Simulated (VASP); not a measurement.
Crystal: Si4P.

```
Si P
1.0
     4.42219    0.00000    0.00000
    -2.21110    3.82973    0.00000
     0.00000    0.00000    6.77418
Si P
4 1
Direct
  0.33333 0.66667 0.00000
  0.66667 0.33333 0.00000
  0.00000 0.00000 0.33346
  0.00000 0.00000 0.66654
  0.00000 0.00000 0.00000
```

The cell was generated, and may not be a known phase.

- Program: VASP 6.6.1
- Task: relaxation of cell and atoms
- Functional: PBE
- Potentials or basis: VASP PAW PBE potentials, release 64 (Si, P)
- Cutoff: 600 eV
- k mesh: 12 × 12 × 6
- Occupations: gaussian, width 0.1 eV
- Spin: no spin polarisation

At the start: pressure -0.1 GPa; volume 22.95 Å³/atom.

**Question.** How do energy, volume and symmetry change on relaxing?

**Answer.** Over 6 steps the energy falls by 3.3 meV/atom and the volume is 22.64 Å³/atom (-1.3 %); space group P6/mmm (No. 191, to 0.1 Å) before and after.

The path:
```csv
step,energy change (eV),largest force (eV/Å),pressure (GPa),volume (Å³)
1,0.0000,0.0758,-0.08,114.73
2,-0.0144,0.0133,-0.55,114.53
3,-0.0144,0.0115,-0.54,114.54
4,-0.0166,0.0014,-0.03,113.24
5,-0.0166,0.0013,-0.02,113.23
6,-0.0167,0.0009,0.00,113.22
```

Final structure:
```
Si P
1.0
     4.37104    0.00000    0.00000
    -2.18552    3.78543    0.00000
     0.00000    0.00000    6.84235
Si P
4 1
Direct
  0.33333 0.66667 0.00000
  0.66667 0.33333 0.00000
  0.00000 0.00000 0.33295
  0.00000 0.00000 0.66705
  0.00000 0.00000 0.00000
```

Caveat: an odd number of electrons without spin polarisation forces a metal; a magnetic or distorted state may lie lower.
